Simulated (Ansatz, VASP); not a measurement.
TaS2: VASP beside Ansatz

```
CELL_PARAMETERS angstrom
3.36113 0.00000 0.00000
-1.68057 2.91083 0.00000
0.00000 0.00000 5.87947
ATOMIC_POSITIONS crystal
Ta 0.00000 0.00000 0.00000
S 0.33333 0.66667 0.25000
S 0.66667 0.33333 0.75000
```

Change from the starting cell: volume scaled by 1.01, crystal datasets.

Alike in both runs: task electric field gradients; functional LDA; k mesh 9 × 9 × 5; occupations fermi-dirac, width 0.03 eV; no spin polarisation.

|  | VASP | Ansatz |
| --- | --- | --- |
| version | VASP 6.6.1 | Ansatz 0.2.0 |
| potentials or method | VASP PAW LDA potentials, release 64 (Ta_pv, S), cutoff 400 eV | all-electron PAW with datasets made for the crystal, scalar-relativistic |

Ansatz gave:

* pressure (GPa): 0.0
* traceless stress, the component that is largest in VASP (GPa): 3.36
* rms of the force components (eV/Å): 0.288
* size of Vzz on the site where it differs most (V/Å²): 176.0

Q: Estimate VASP's values.

A: Pressure (GPa): 0.3; traceless stress, the component that is largest in VASP (GPa): 3.40; rms of the force components (eV/Å): 0.313; size of Vzz on the site where it differs most (V/Å²): 144.8.

LDA's correlation is that of Perdew and Zunger in VASP and of Perdew and Wang (1992) in Ansatz. Atom by atom the forces differ by 0.025 eV/Å (rms over components). Ansatz ran all-electron here, and VASP with PAW potentials.

Neither program's run includes spin-orbit coupling.
